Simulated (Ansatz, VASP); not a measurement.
# Two plane-wave programs on CuO2

INCAR

```
SYSTEM = CuO2
ALGO = Normal ; EDIFF = 1E-7
EDIFFG = -0.05 ; ENCUT = 600
GGA = PS ; IBRION = 2
ISIF = 3 ; ISMEAR = 0
ISPIN = 2 ; LASPH = .True.
LCHARG = .False. ; LMAXMIX = 4
LORBIT = 11 ; LREAL = .False.
LWAVE = .False. ; MAGMOM = 0.72 0.8 0.8
NELM = 150 ; NSW = 100
PREC = Accurate ; SIGMA = 0.1
```

File KPOINTS:

```
k-points
0
Gamma
  8 8 8
  0 0 0
```

The input POSCAR:

```
CuO2
1.0
    0.0000000000      2.4618215478      2.4618215478
    2.4618215478      0.0000000000      2.4618215478
    2.4618215478      2.4618215478      0.0000000000
Cu O
1 2
Direct
    0.0000000000      0.0000000000      0.0000000000
    0.2500000000      0.2500000000      0.2500000000
    0.7500000000      0.7500000000      0.7500000000
```

Input for Ansatz:

```yaml
crystal:
  lattice:
    - [0.0, 2.4618215478, 2.4618215478]
    - [2.4618215478, 0.0, 2.4618215478]
    - [2.4618215478, 2.4618215478, 0.0]
  atoms:
    - { symbol: Cu, position: [0.0, 0.0, 0.0], spin: 0.72 }
    - { symbol: O, position: [0.25, 0.25, 0.25], spin: 0.8 }
    - { symbol: O, position: [0.75, 0.75, 0.75], spin: 0.8 }
basis:
  ecutwfc: 420
kpoints:
  mp_grid: { grid: [8, 8, 8] }
hamiltonian:
  xc: pbesol
scf:
  occupations: { method: gaussian, width: 0.1 }
output:
  forces: true
  stress: true
  eigenvalues: true
  populations: true
magnetization:
  spin_polarized: true
relax:
  adjacent_minimum: "off"
  f_tol: 0.05
  max_steps: 80
  cell: { stress_tol: 0.5 }
```

Alike in both runs: task relaxation of cell and atoms; functional PBEsol; k mesh 8 × 8 × 8; occupations gaussian, width 0.1 eV; collinear spin.

|  | VASP | Ansatz |
| --- | --- | --- |
| version | VASP 6.6.1 | Ansatz 0.2.0 |
| potentials or method | VASP PAW PBE potentials, release 64 (Cu, O), cutoff 600 eV | scalar-relativistic, plane waves, PAW |
| valence electrons in the cell | 23 | 31 |

```tsv
	VASP	Ansatz	Ansatz less VASP
gap on the k mesh at the Fermi level, each at its own relaxed structure (eV)	none	none	-
net moment per atom (μB)	0.59	0.58	-0.007
size of the moment on the site where the two differ most (μB)	0.53	0.58	+0.049
relaxed volume (Å³/atom)	9.04	9.02	-0.017
relaxed length of the cell vector where the two differ most in proportion (Å)	3.372	3.370	-0.0021
```

VASP's potentials were made for PBE, not for PBEsol. Site moments also hang on the region over which each program counts them. A gap of «none» marks a metal or a gap that the smearing closes. VASP's potentials hold 23 valence electrons a cell and Ansatz's 31, so a difference there can come from the potentials and not from the codes.
